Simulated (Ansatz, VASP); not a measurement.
Two plane-wave programs on SrCl2

INCAR

```
SYSTEM = SrCl2
PREC     = Accurate       ! precision mode
ENCUT    = 520            ! plane-wave cutoff, eV
EDIFF    = 1E-6           ! SCF threshold, eV
ISMEAR   = 0              ! smearing method
SIGMA    = 0.05           ! smearing width, eV
LREAL    = .False.        ! projectors in reciprocal space
LASPH    = .True.         ! aspherical terms in the spheres
NELM     = 100            ! most SCF steps
ALGO     = Normal         ! electronic algorithm
ISIF     = 2              ! what is computed and relaxed
LWAVE    = .False.        ! write WAVECAR
LCHARG   = .True.         ! write CHGCAR
GGA      = PE             ! functional
LELF     = .True.         ! ELF
LVHAR    = .True.       
NBANDS   = 19             ! bands
```

Contents of KPOINTS:

```
regular mesh
0
Gamma
  6 6 6
  0 0 0
```

Contents of POSCAR:

```
SrCl2
1.0
    0.0000000000      3.5355987964      3.7099038171
    3.5355987964      0.0000000000      3.7099038171
    3.5355987964      3.5355987964      0.0000000000
Sr Cl
1 2
Direct
    0.0000000000      0.0000000000      0.0000000000
    0.2500000000      0.2500000000      0.2500000000
    0.7500000000      0.7500000000      0.7500000000
```

Input for Ansatz:

```yaml
crystal:
  lattice:
    - [0.0, 3.5355987964, 3.7099038171]
    - [3.5355987964, 0.0, 3.7099038171]
    - [3.5355987964, 3.5355987964, 0.0]
  atoms:
    - { symbol: Sr, position: [0.0, 0.0, 0.0] }
    - { symbol: Cl, position: [0.25, 0.25, 0.25] }
    - { symbol: Cl, position: [0.75, 0.75, 0.75] }
basis:
  ecutwfc: 420
kpoints:
  mp_grid: { grid: [6, 6, 6] }
hamiltonian:
  xc: pbe
scf:
  occupations: { method: gaussian, width: 0.05 }
output:
  forces: true
  stress: true
  eigenvalues: true
```

Alike in both runs: task single point; functional PBE; k mesh 6 × 6 × 6; occupations gaussian, width 0.05 eV; no spin polarisation.

|  | VASP | Ansatz |
| --- | --- | --- |
| version | VASP 6.6.1 | Ansatz 0.2.0 |
| potentials or method | VASP PAW PBE potentials, release 64 (Sr_sv, Cl), cutoff 520 eV | scalar-relativistic, plane waves, PAW |
| valence electrons in the cell | 24 | 24 |

VASP gave:

| Item | Value |
| --- | --- |
| gap on the k mesh at the Fermi level (eV) | 4.85 |
| least direct gap on the mesh (eV) | 5.14 |
| pressure (GPa) | -1.7 |
| traceless stress, the component that is largest in VASP (GPa) | -1.45 |

Task: What did Ansatz give for the same quantities?

Result: gap on the k mesh at the Fermi level (eV): 4.86; least direct gap on the mesh (eV): 5.14; pressure (GPa): -1.8; traceless stress, the component that is largest in VASP (GPa): -1.45.
